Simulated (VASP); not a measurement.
Runs of VASP 6.6.1 on ZnS. It takes space group P6_3mc (No. 186, hexagonal). Conventional cell: a = 3.805 Å, b = 3.805 Å, c = 6.244 Å, α = 90.00°, β = 90.00°, γ = 120.00°. Zn (site symmetry 3m) has 4 S at 2.33 to 2.34 Å within 3.1 Å. S (site symmetry 3m) has 4 Zn at 2.33 to 2.34 Å within 3.1 Å. 

| level | k mesh | grid for exact exchange (PRECFOCK) | share of exact exchange | screening parameter | gap on the mesh (eV) | pressure (GPa) | largest force (eV/Å) |
| --- | --- | --- | --- | --- | --- | --- | --- |
| PBEsol | 3 × 3 × 3 | - | - | - | (a) | -0.4 | 0.05 |
| PBEsol | 6 × 6 × 4 | - | - | - | 2.08 | -1.2 | - |
| PBE-based screened hybrid with 75 % exact exchange | 6 × 6 × 2 | Normal | 0.75 | 0.1 1/Å | (b) | 0.1 | 0.01 |
| r2SCAN | 6 × 6 × 4 | - | - | - | 2.79 | 0.1 | - |

Alike in all rows: task single point; potentials or basis VASP PAW PBE potentials, release 64 (Zn, S); no spin polarisation; cell as given; cutoff (eV) 520; smearing gaussian 0.01 eV.

**Question.** Estimate the missing entries.

**Answer.** (a) 2.06; (b) 7.05.

Caveats: some runs use coarse meshes; the PAW data sets were made with another functional, which shifts forces and pressure a little.

